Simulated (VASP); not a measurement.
Set up this calculation in VASP 6.6.1, as the native input.

- Task: single point
- Functional: r2SCAN
- Potentials or basis: VASP PAW PBE potentials, release 64 (P)
- Cutoff: 520 eV
- k mesh: 9 × 9 × 9
- Occupations: fermi-dirac, width 0.05 eV
- Spin: no spin polarisation
- Dipole correction: no
- Further INCAR settings: ALGO = Normal; EDIFF = 1e-06; NBANDS = 12

The system is P.

```
CELL_PARAMETERS angstrom
1.63094 0.94162 2.66327
-1.63094 0.94162 2.66327
0.00000 -1.88325 2.66327
ATOMIC_POSITIONS crystal
P 0.75488 0.75488 0.75488
P 0.24512 0.24512 0.24512
```

The input as run:

POSCAR

```
P
1.0
    1.6309381764      0.9416225952      2.6632686473
   -1.6309381764      0.9416225952      2.6632686473
    0.0000000000     -1.8832451903      2.6632686473
P
2
Direct
    0.7548758446      0.7548758446      0.7548758446
    0.2451241554      0.2451241554      0.2451241554
```

INCAR.step1

```
SYSTEM = P
ALGO = Normal
EDIFF = 1E-4
ENCUT = 520
GGA = PE
ISMEAR = -1
LASPH = .True.
LCHARG = .False.
LREAL = .False.
LWAVE = .True.
NBANDS = 12
NELM = 80
PREC = Accurate
SIGMA = 0.05
```

INCAR.step2

```
SYSTEM = P
ALGO = Normal
EDIFF = 1E-6
ENCUT = 520
ISIF = 2
ISMEAR = -1
ISTART = 1
LASPH = .True.
LCHARG = .False.
LMIXTAU = .True.
LREAL = .False.
LWAVE = .False.
METAGGA = R2SCAN
NBANDS = 12
NELM = 80
PREC = Accurate
SIGMA = 0.05
```

KPOINTS

```
k-points
0
Gamma
  9 9 9
  0 0 0
```

Potentials or basis: VASP PAW PBE potentials, release 64 (P).

Launch:

```console
$ cat potpaw_PBE.64/P/POTCAR > POTCAR
$ cp INCAR.step1 INCAR
$ mpirun -np 1 vasp_std > vasp.out
$ cp INCAR.step2 INCAR
$ mpirun -np 1 vasp_std > vasp.out
```

It gave:

```json
{"Pressure": "28.9 GPa", "Largest force": "0.051 eV/Å", "Band gap on the k mesh": "zero (band 5 reaches 14.03 eV, above the bottom of band 6 at 10.99 eV)"}
```

Caveat: the PAW data sets were made with another functional, which shifts forces and pressure a little.

Wall time 26 s on 1 thread of Intel(R) Xeon(R) Platinum 8488C (Sapphire Rapids), with other jobs on the host, peak memory 0.14 GiB.
